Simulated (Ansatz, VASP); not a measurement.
## One calculation of AlNi4Bi, two programs

```xyz
6
Lattice="2.4675 -4.0953 0.0000 2.4675 4.0953 0.0000 0.0000 0.0000 4.0684" Properties=species:S:1:pos:R:3 pbc="T T T"
Al    0.0000    0.0000    2.0342
Bi    2.4675    0.0000    0.0000
Ni    2.4675    2.6962    0.0000
Ni    2.4675   -2.6962    0.0000
Ni    1.2337    2.0477    2.0342
Ni    1.2337   -2.0477    2.0342
```

Alike in both runs: functional PBEsol; k mesh 6 × 6 × 6; occupations gaussian, width 0.1 eV; no spin polarisation.

Ansatz relaxed the structure, and its values are those at the end. VASP's run is a single point on that final structure, the one shown.

```csv
,VASP,Ansatz
version,VASP 6.6.1,Ansatz 0.2.0
potentials or method,"VASP PAW PBE potentials, release 64 (Al, Bi_d, Ni), cutoff 520 eV","scalar-relativistic, plane waves, PAW"
valence electrons in the cell,58,90
```

Ansatz gave:

| Quantity | Value |
| --- | --- |
| gap on the k mesh at the Fermi level (eV) | none |
| pressure (GPa) | 0.1 |

Q: Which values does VASP return?

A: gap on the k mesh at the Fermi level (eV): none; pressure (GPa): 0.2.

VASP's potentials were made for PBE, not for PBEsol. A gap of «none» marks a metal or a gap that the smearing closes. VASP's potentials hold 58 valence electrons a cell and Ansatz's 90, so a difference there can come from the potentials and not from the codes.

Spin-orbit coupling is off throughout.
